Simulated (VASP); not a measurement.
Runs of VASP 6.6.1 on Ni. The structure is that of space group Im-3m (No. 229), or close to it. The cells are those of the table. This isn't the form of Ni at room conditions, which is fcc.

```csv
cell,gap on the mesh (eV),pressure (GPa),moment (μB)
"a = 2.425 Å, angles 109.5°, 1 atom",none,-0.3,(b)
"a = 2.324 Å, angles 109.5°, 1 atom",none,33.0,0.43
"a = 2.350 Å, angles 109.5°, 1 atom",none,22.2,0.48
"a = 2.473 Å, angles 109.5°, 1 atom",none,-9.7,0.57
"a = 2.449 Å, angles 109.5°, 1 atom",none,(a),0.56
```

Alike in all rows: task single point; level PBE; potentials or basis VASP PAW PBE potentials, release 64 (Ni); spin collinear, ferromagnetic start; k mesh 22 × 22 × 22; cutoff (eV) 520; smearing gaussian 0.1 eV.

Q: Estimate the missing entries.

A: (a) -5.4; (b) 0.54.

Caveats: the cell stands under pressure (at least some runs); the cell stands under tension (at least some runs).

A gap of «none» marks levels without a gap at the run's occupations.
